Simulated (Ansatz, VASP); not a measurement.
Ge: VASP beside Ansatz

```
Ge
1.0
     0.00000    2.95347    2.95347
     2.95347    0.00000    2.95347
     2.95347    2.95347    0.00000
Ge
2
Direct
  0.50000 0.50000 0.50000
  0.75000 0.75000 0.75000
```

Alike in both runs: task single point; functional LDA; k mesh 16 × 16 × 16; occupations gaussian, width 0.15 eV; no spin polarisation.

```csv
,VASP,Ansatz
version,VASP 6.6.1,Ansatz 0.2.0
potentials or method,"VASP PAW LDA potentials, release 64 (Ge_d), cutoff 520 eV","scalar-relativistic, plane waves, PAW"
valence electrons in the cell,28,28
```

|  | VASP | Ansatz | Ansatz less VASP |
| --- | --- | --- | --- |
| gap on the k mesh at the Fermi level (eV) | none | none | - |
| pressure (GPa) | -7.5 | -7.4 | +0.02 |

LDA's correlation is that of Perdew and Zunger in VASP and of Perdew and Wang (1992) in Ansatz. A gap of «none» marks a metal or a gap that the smearing closes.
